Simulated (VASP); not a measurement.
# Ti (Cmcm) in VASP: notebook

Ti is run at these levels: PBEsol; tasks: single point.

Program: VASP 6.6.1. These are calculated values, not measurements. Logs are shortened: lines on timing, memory, paths and dates and some standing lists are left out, and cuts for length are marked.

## Step 1: The cell of the first run

Symmetry: Cmcm, No. 63, orthorhombic system. The conventional cell has a = 2.842 Å, b = 5.124 Å, c = 4.591 Å, α = 90.00°, β = 90.00°, γ = 90.00°. Ti (site symmetry m2m) has 12 Ti at 2.83 to 2.93 Å within 3.7 Å.

## Step 2: Single point, PBEsol (strain -0.0200 x Voigt [1, -1, 0, 0, 0, 0])

Input file INCAR:

```
SYSTEM = Ti
PREC = Accurate ; ENCUT = 520
EDIFF = 1E-6 ; ISMEAR = 0
SIGMA = 0.15 ; LREAL = .False.
LASPH = .True. ; NELM = 60
ALGO = Fast ; ISIF = 2
LWAVE = .False. ; LCHARG = .False.
GGA = PS ; NBANDS = 19
```

Input file KPOINTS:

```
regular mesh
0
Gamma
  24 24 14
  0 0 0
```

Input file POSCAR:

```
Ti
1.0
    2.8424264964      0.0000000000      0.0000000000
   -1.4212132482      2.5620875769      0.0000000000
    0.0000000000      0.0000000000      4.5909904469
Ti
2
Direct
    0.3333333333      0.6666666667      0.2500000000
    0.6666666667      0.3333333333      0.7500000000
```

Potentials or basis: VASP PAW PBE potentials, release 64 (Ti_sv).

Command:

```console
$ cat potpaw_PBE.64/Ti_sv/POTCAR > POTCAR
$ mpirun -np 1 vasp_std > vasp.out
```

OUTCAR:

```text
SYSTEM = Ti
   PREC = Accurate
   ENCUT = 520
   EDIFF = 1E-6
   ISMEAR = 0
   LREAL = .False.
   LASPH = .True.
   NELM = 60
   ISIF = 2
   GGA = PS

 ion  position               nearest neighbor table
   1  0.333  0.667  0.250-   2 2.83   2 2.83   2 2.83   2 2.83   2 2.86   2 2.86
   2  0.667  0.333  0.750-   1 2.83   1 2.83   1 2.83   1 2.83   1 2.86   1 2.86

  LATTYP: Found a base centered orthorhombic cell.
 ALAT       =     2.8424264964
 B/A-ratio  =     1.8027467589
 C/A-ratio  =     1.6151659340

  Lattice vectors:

 A1 = (   1.4212132482,  -2.5620875769,   0.0000000000)
 A2 = (   1.4212132482,   2.5620875769,   0.0000000000)
 A3 = (   0.0000000000,   0.0000000000,   4.5909904469)

Analysis of symmetry for initial positions (statically):
=====================================================================
 Subroutine PRICEL returns:
 Original cell was already a primitive cell.

 Routine SETGRP: Setting up the symmetry group for a
 base centered orthorhombic supercell.

 Subroutine GETGRP returns: Found  8 space group operations
 (whereof  4 operations were pure point group operations)
 out of a pool of  8 trial point group operations.

The static configuration has the point symmetry C_2h.
 The point group associated with its full space group is D_2h.

Analysis of symmetry for dynamics (positions and initial velocities):
=====================================================================
 Subroutine PRICEL returns:
 Original cell was already a primitive cell.

 Routine SETGRP: Setting up the symmetry group for a
 base centered orthorhombic supercell.

 Subroutine GETGRP returns: Found  8 space group operations
 (whereof  4 operations were pure point group operations)
 out of a pool of  8 trial point group operations.

The dynamic configuration has the point symmetry C_2h.
 The point group associated with its full space group is D_2h.

 Subroutine INISYM returns: Found  8 space group operations
 (whereof  4 operations are pure point group operations),
 and found     1 'primitive' translations

----------------------------------------------------------------------------------------

                                     Primitive cell

  volume of cell :      33.4341

  direct lattice vectors                    reciprocal lattice vectors
     2.842426496  0.000000000  0.000000000     0.351812088  0.195153360  0.000000000
    -1.421213248  2.562087577  0.000000000     0.000000000  0.390306721  0.000000000
     0.000000000  0.000000000  4.590990447     0.000000000  0.000000000  0.217817922

  length of vectors
     2.842426496  2.929870278  4.590990447     0.402314030  0.390306721  0.217817922

  position of ions in fractional coordinates (direct lattice)
     0.333333333  0.666666667  0.250000000
     0.666666667  0.333333333  0.750000000

  ion indices of the primitive-cell ions
   primitive index   ion index
                 1           1
                 2           2

----------------------------------------------------------------------------------------

 KPOINTS: regular mesh

Automatic generation of k-mesh.
 Grid dimensions read from file:
 generate k-points for:   24   24   14

 Generating k-lattice:

  Cartesian coordinates                     Fractional coordinates (reciprocal lattice)
     0.014658837  0.008131390  0.000000000     0.041666667  0.000000000  0.000000000
     0.000000000  0.016262780  0.000000000     0.000000000  0.041666667  0.000000000
     0.000000000  0.000000000  0.015558423     0.000000000  0.000000000  0.071428571

  Length of vectors
     0.016763085  0.016262780  0.015558423

  Shift w.r.t. Gamma in fractional coordinates (k-lattice)
     0.000000000  0.000000000  0.000000000

 Subroutine IBZKPT returns following result:
 ===========================================

 Found   1256 irreducible k-points:

 Following reciprocal coordinates:
            Coordinates               Weight
  0.000000  0.000000  0.000000      1.000000
  0.041667  0.000000  0.000000      4.000000
  0.083333 -0.000000  0.000000      4.000000
  0.125000  0.000000  0.000000      4.000000
  0.166667 -0.000000  0.000000      4.000000
  0.208333  0.000000  0.000000      4.000000
[... 16 lines left out ...]
  0.375000  0.041667  0.000000      4.000000
  0.416667  0.041667  0.000000      4.000000
 [... further k-points ...]
   k-points           NKPTS =   1256   k-points in BZ     NKDIM =   1256   number of bands    NBANDS=     19
   number of dos      NEDOS =    301   number of ions     NIONS =      2
   total plane-waves  NPLWV =  20736
   dimension x,y,z NGX =    24 NGY =   24 NGZ =   36
   dimension x,y,z NGXF=    48 NGYF=   48 NGZF=   72
   ions per type =               2
   NGX,Y,Z   is equivalent  to a cutoff of  14.04, 13.62, 13.04 a.u.
   NGXF,Y,Z  is equivalent  to a cutoff of  28.07, 27.24, 26.07 a.u.
 SYSTEM =  Ti
   PREC   = accura    normal or accurate (medium, high low for compatibility)
   ISTART =      0    job   : 0-new  1-cont  2-samecut
   ICHARG =      2    charge: 1-file 2-atom 10-const
   ISPIN  =      1    spin polarized calculation?
   LNONCOLLINEAR =      F non collinear calculations
   LSORBIT =      F    spin-orbit coupling
   LASPH  =      T    aspherical Exc in radial PAW
   ENCUT  =  520.0 eV  38.22 Ry    6.18 a.u.   5.29  5.45  8.54*2*pi/ulx,y,z
   NELM   =     60;   NELMIN=  2; NELMDL= -5     # of ELM steps
   EDIFF  = 0.1E-05   stopping-criterion for ELM
   LREAL  =      F    real-space projection
[... 7 lines left out ...]
   TEBEG  =    0.0;   TEEND  =   0.0 temperature during run
   PSTRESS=    0.0 pullay stress
   NELECT =      24.0000    total number of electrons
   NUPDOWN=      -1.0000    fix difference up-down
   EMIN   =  10.00;   EMAX   =-10.00  energy-range for DOS
   EFERMI =   0.00;   METHOD = LEGACY
   ISMEAR =     0;   SIGMA  =   0.15  broadening in eV -4-tet -1-fermi 0-gaus
   EFERMI_NEDOS =   21; number of points for ismear=-14 and -15
   IALGO  =     68    algorithm
   IMIX   =      4    mixing-type and parameters
     AMIX     =   0.40;   BMIX     =  1.00
     AMIX_MAG =   1.60;   BMIX_MAG =  1.00
  volume/ion in A,a.u.               =      16.72       112.81
  Fermi-wavevector in a.u.,A,eV,Ry     =   1.465825  2.770007 29.234051  2.148642
  Thomas-Fermi vector in A             =   2.581635
   LORBIT       =      0    0 simple, 1 ext, 2 COOP (PROOUT), +10 PAW based schemes
   GGA     = PS    functional components
   LHFCALC =     F    Hartree Fock is set to
   AEXX    =    0.0000 exact exchange contribution
   IVDW    =     0    specifies the selected vdW correction
   LEPSILON=     F    determine dielectric tensor
   LRPA    =     F    only Hartree local field effects (RPA)
 non-spin polarized calculation
 RMM-DIIS sequential band-by-band and
 Gauss-broadening in eV      SIGMA  =   0.15
  energy-cutoff  :      520.00
  volume of cell :       33.43
 maximum number of plane-waves:       924
 NGX is ok and might be reduce to    24
   NGX = 11   NGY = 11   NGZ = 17

 number of electron      24.0000007 magnetization

 Free energy of the ion-electron system (eV)
  ---------------------------------------------------
  ext. energy  EPLUGINS =         0.00000000
  ---------------------------------------------------
  free energy    TOTEN  =       -16.67903680 eV

  energy without entropy =      -16.65532836  energy(sigma->0) =      -16.66718258

 E-fermi :   8.6085     XC(G=0): -11.8186

 val. band max:        8.6071003530   @ k =   0.2917   0.2500   0.4286
 cond. band min:       8.6097831908   @ k =   0.3750   0.2917   0.3571
 fundamental gap:      0.0026828378
 Fermi energy:         8.6085072155

 k-point     1 :       0.0000    0.0000    0.0000
  band No.  band energies     occupation
      1     -47.9456      2.00000
      2     -47.7823      2.00000
      3     -24.6839      2.00000
      4     -23.9726      2.00000
      5     -23.9286      2.00000
      6     -23.8699      2.00000
[... 11 lines left out ...]
     18      10.3733      0.00000
     19      11.8670      0.00000

 k-point     2 :       0.0417    0.0000    0.0000
  band No.  band energies     occupation
      1     -47.9434      2.00000
      2     -47.7814      2.00000
      3     -24.6793      2.00000
      4     -23.9766      2.00000
      5     -23.9376      2.00000
      6     -23.8717      2.00000
[... 11 lines left out ...]
     18      10.3323      0.00000
     19      11.9034      0.00000

 k-point     3 :       0.0833   -0.0000    0.0000
  band No.  band energies     occupation
      1     -47.9370      2.00000
      2     -47.7788      2.00000
      3     -24.6658      2.00000
      4     -23.9907      2.00000
      5     -23.9614      2.00000
      6     -23.8772      2.00000
[... 11 lines left out ...]
     18      10.2373      0.00000
     19      11.9586      0.00000

 k-point     4 :       0.1250    0.0000    0.0000
  band No.  band energies     occupation
      1     -47.9267      2.00000
      2     -47.7747      2.00000
      3     -24.6438      2.00000
      4     -24.0248      2.00000
      5     -23.9870      2.00000
      6     -23.9109      2.00000
[... 11 lines left out ...]
     18      10.2028      0.00000
     19      12.0249      0.00000

 k-point     5 :       0.1667   -0.0000    0.0000
  band No.  band energies     occupation
      1     -47.9131      2.00000
      2     -47.7695      2.00000
      3     -24.6142      2.00000
      4     -24.0805      2.00000
      5     -24.0086      2.00000
      6     -23.9676      2.00000
[... 11 lines left out ...]
     18      10.3807      0.00000
     19      12.0946      0.00000
[... 334 lines left out ...]
      2     -47.7519      2.00000
      3     -24.4676      2.00000
      4     -24.3250      2.00000
      5     -24.2005      2.00000
      6     -24.0898      2.00000
[... 11 lines left out ...]
     18      11.5027      0.00000
     19      12.2721      0.00000

 k-point    22 :       0.3333    0.0417    0.0000
  band No.  band energies     occupation
      1     -47.8333      2.00000
      2     -47.7490      2.00000
      3     -24.4211      2.00000
      4     -24.3901      2.00000
      5     -24.2576      2.00000
      6     -24.1099      2.00000
[... 11 lines left out ...]
     18      11.8364      0.00000
     19      12.3009      0.00000

 k-point    23 :       0.3750    0.0417    0.0000
  band No.  band energies     occupation
      1     -47.8174      2.00000
      2     -47.7477      2.00000
      3     -24.4438      2.00000
      4     -24.3770      2.00000
      5     -24.3053      2.00000
      6     -24.1249      2.00000
[... 11 lines left out ...]
     18      12.2055      0.00000
     19      12.3213      0.00000

 k-point    24 :       0.4167    0.0417    0.0000
  band No.  band energies     occupation
      1     -47.8049      2.00000
      2     -47.7478      2.00000
      3     -24.4825      2.00000
      4     -24.3402      2.00000
      5     -24.3400      2.00000
      6     -24.1346      2.00000
[... 11 lines left out ...]
     18      12.3344      0.00000
     19      12.6737      0.00000

 [... further k-points ...]

------------------------ aborting loop because EDIFF is reached ----------------------------------------

  FORCE on cell =-STRESS in cart. coord.  units (eV):
  Direction    XX          YY          ZZ          XY          YZ          ZX
  --------------------------------------------------------------------------------------
  -------------------------------------------------------------------------------------
  Total        0.4824509     -0.6203549     -0.1229737      0.0000000      0.0000000      0.0000000
  in kB       23.1192707    -29.7276910     -5.8929554      0.0000000      0.0000000      0.0000000
  external PRESSURE =      -4.1671252 kB  Pullay stress =       0.0000000 kB

 VOLUME and BASIS-vectors are now :
 -----------------------------------------------------------------------------
  energy-cutoff  :      520.00
  volume of cell :       33.43
      direct lattice vectors                 reciprocal lattice vectors
     2.842426496  0.000000000  0.000000000     0.351812088  0.195153360  0.000000000
    -1.421213248  2.562087577  0.000000000     0.000000000  0.390306721  0.000000000
     0.000000000  0.000000000  4.590990447     0.000000000  0.000000000  0.217817922

 POSITION                                       TOTAL-FORCE (eV/Angst)
 -----------------------------------------------------------------------------------
     -0.00000      1.70806      1.14775        -0.000000      0.102323      0.000000
      1.42121      0.85403      3.44324         0.000000     -0.102323      0.000000
 -----------------------------------------------------------------------------------
    total drift:                               -0.000000      0.000000     -0.000000

  FREE ENERGIE OF THE ION-ELECTRON SYSTEM (eV)
  ---------------------------------------------------
  free  energy   TOTEN  =       -16.6790367960 eV

  energy  without entropy=      -16.6553283588  energy(sigma->0) =      -16.66718258
```

It took 23 min on 1 thread of AMD EPYC 9R45 (Zen 5), shared host; peak memory 0.66 GiB.

What came out:

| Property | Result |
| --- | --- |
| Free energy | -16.6790 eV |
| Pressure | -0.4 GPa |
| Largest force | 0.102 eV/Å |
| Band gap on the k mesh | zero (bands 12 and 13 overlap by 1.27 eV) |

Forces on the atoms (eV/Å):
```
Ti   0.000  0.102  0.000
Ti   0.000 -0.102  0.000
```

Stress tensor (GPa, compression positive):
```
 2.31  0.00  0.00
 0.00 -2.97  0.00
 0.00  0.00 -0.59
```

Levels at points of the mesh, in eV from the Fermi level:
| k point | band 8 | band 9 | band 10 | band 11 | band 12 | band 13 | band 14 | band 15 | band 16 | band 17 |
| --- | --- | --- | --- | --- | --- | --- | --- | --- | --- | --- |
| (0.00, 0.00, 0.00) | -32.42 | -6.29 | -2.78 | 0.54 | 0.90 | 0.93 | 1.07 | 1.11 | 1.56 | 1.63 |
| (0.50, 0.00, 0.00) | -32.55 | -2.37 | -2.28 | -1.94 | -0.48 | 0.35 | 0.73 | 1.33 | 3.54 | 3.75 |
| (0.00, 0.50, 0.00) | -32.49 | -2.43 | -2.25 | -1.94 | -0.74 | 0.62 | 0.69 | 1.08 | 3.48 | 3.73 |
| (0.00, 0.00, 0.50) | -32.48 | -4.38 | -4.38 | 0.10 | 0.10 | 0.47 | 0.47 | 0.93 | 0.93 | 2.88 |
| (0.50, 0.00, 0.50) | -32.64 | -2.63 | -2.63 | -0.84 | -0.84 | 1.54 | 1.54 | 1.73 | 1.73 | 3.66 |
| (0.00, 0.50, 0.50) | -32.58 | -2.67 | -2.67 | -0.88 | -0.88 | 1.27 | 1.27 | 1.96 | 1.96 | 3.64 |

Caveat: the cell differs from its parent crystal (strain -0.0200 x Voigt [1, -1, 0, 0, 0, 0]); the stress differs along the axes, from -3 to 2 GPa; the PAW data sets were made with another functional, which shifts forces and pressure a little.

## Step 3: Single point, PBEsol (strain +0.0200 x Voigt [1, -1, 0, 0, 0, 0])

Input file INCAR:

```
SYSTEM = Ti
PREC = Accurate ; ENCUT = 520
EDIFF = 1E-6 ; ISMEAR = 0
SIGMA = 0.15 ; LREAL = .FALSE.
LASPH = .TRUE. ; NELM = 60
ALGO = Fast ; ISIF = 2
LWAVE = .FALSE. ; LCHARG = .TRUE.
GGA = PS ; LELF = .TRUE.
LVHAR = .TRUE. ; NBANDS = 19
```

Input file KPOINTS:

```
regular mesh
0
G
  24 24 14
  0 0 0
```

Input file POSCAR:

```
Ti
1.0
    2.9584439044      0.0000000000      0.0000000000
   -1.4792219522      2.4616135543      0.0000000000
    0.0000000000      0.0000000000      4.5909904469
Ti
2
Direct
    0.3333333333      0.6666666667      0.2500000000
    0.6666666667      0.3333333333      0.7500000000
```

Potentials or basis: VASP PAW PBE potentials, release 64 (Ti_sv).

Command:

```console
$ cat potpaw_PBE.64/Ti_sv/POTCAR > POTCAR
$ mpirun -np 1 vasp_std > vasp.out
```

It took 24 min on 1 thread of AMD EPYC 9R45 (Zen 5), shared host; peak memory 0.66 GiB.

The run converged. Its results:

| Item | Value |
| --- | --- |
| Free energy | -16.6794 eV |
| Pressure | -0.2 GPa |
| Largest force | 0.114 eV/Å |
| Band gap on the k mesh | zero (bands 12 and 13 overlap by 1.24 eV) |

Forces in eV/Å, atoms in the order of the input:
```
Ti   0.000 -0.114  0.000
Ti   0.000  0.114  0.000
```

Stress tensor (GPa, compression positive):
```
-2.59  0.00  0.00
 0.00  2.45  0.00
 0.00  0.00 -0.35
```

Levels at points of the mesh, in eV from the Fermi level:
```
           k point  band 10  band 11  band 12  band 13  band 14  band 15
(0.00, 0.00, 0.00)    -2.78     0.54     0.90     0.93     1.07     1.11
(0.50, 0.00, 0.00)    -2.25    -1.94    -0.65     0.51     0.73     1.17
(0.00, 0.50, 0.00)    -2.30    -1.94    -0.39     0.28     0.72     1.41
(0.00, 0.00, 0.50)    -4.38     0.10     0.10     0.48     0.48     0.93
(0.50, 0.00, 0.50)    -2.66    -0.86    -0.86     1.36     1.36     1.89
(0.00, 0.50, 0.50)    -2.62    -0.83    -0.83     1.63     1.63     1.65
```

Caveat: the cell differs from its parent crystal (strain +0.0200 x Voigt [1, -1, 0, 0, 0, 0]); the stress differs along the axes, from -3 to 2 GPa; the PAW data sets were made with another functional, which shifts forces and pressure a little.
